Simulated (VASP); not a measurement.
Wanted: the native input for a VASP 6.6.1 run.

* Task: single point
* Functional: PBE
* Potentials or basis: VASP PAW PBE potentials, release 64 (Co, O)
* Cutoff: 520 eV
* k mesh: 12 × 12 × 6
* Occupations: gaussian, width 0.02 eV
* Spin: collinear spin, antiferromagnetic start
* Starting moments: [3.0, -3.0, 1.0, -1.0] μB
* Hubbard terms: Co d U = 3.32 eV
* Dipole correction: no
* Further INCAR settings: ALGO = Normal; EDIFF = 1e-06; NBANDS = 27

The structure of CoO lies in POSCAR:

```
CoO
1.0
    1.5054695445     -0.8691832468      4.8798538124
   -1.5054695445     -0.8691832468      4.8798538124
    0.0000000000     -3.4767329871      4.8798538124
Co O
2 2
Direct
    0.0000000000      0.0000000000      0.0000000000
    0.0000000000      0.0000000000      0.5000000000
    0.5000000000      0.5000000000      0.7500000000
    0.5000000000      0.5000000000      0.2500000000
```

These files were run (other wordings do the same):

INCAR

```
SYSTEM = CoO
PREC = Accurate ; ENCUT = 520
EDIFF = 1E-6 ; ISMEAR = 0
SIGMA = 0.02 ; LREAL = .FALSE.
LASPH = .TRUE. ; NELM = 150
ALGO = Normal ; ISIF = 2
LWAVE = .FALSE. ; LCHARG = .FALSE.
ISPIN = 2 ; MAGMOM = 3 -3 1 -1
LORBIT = 11 ; LMAXMIX = 4
LDAU = .TRUE. ; LDAUTYPE = 2
LDAUL = 2 -1 ; LDAUU = 3.32 0
LDAUJ = 0 0 ; LDAUPRINT = 1
GGA = PE ; NBANDS = 27
```

KPOINTS

```
regular mesh
0
G
  12 12 6
  0 0 0
```

Potentials or basis: VASP PAW PBE potentials, release 64 (Co, O).

The run is started by

```sh
$ cat potpaw_PBE.64/Co/POTCAR potpaw_PBE.64/O/POTCAR > POTCAR
$ mpirun -np 1 vasp_std > vasp.out
```

It gave:

The pressure is 0.1 GPa and the band gap on the k mesh is zero (filled and empty bands overlap). The net moment is 0.00 μB per cell, the site moments are Co +2.65, -2.65; O -0.00, +0.00 μB and the valence electrons inside the program's atomic spheres are Co 7.82; O 5.00.

Caveat: the stress differs along the axes, from -3 to 6 GPa.

It took 7.6 min on 1 thread of AMD EPYC 9R45 96-Core Processor (Zen 5) (shared host), peak memory 0.39 GiB.
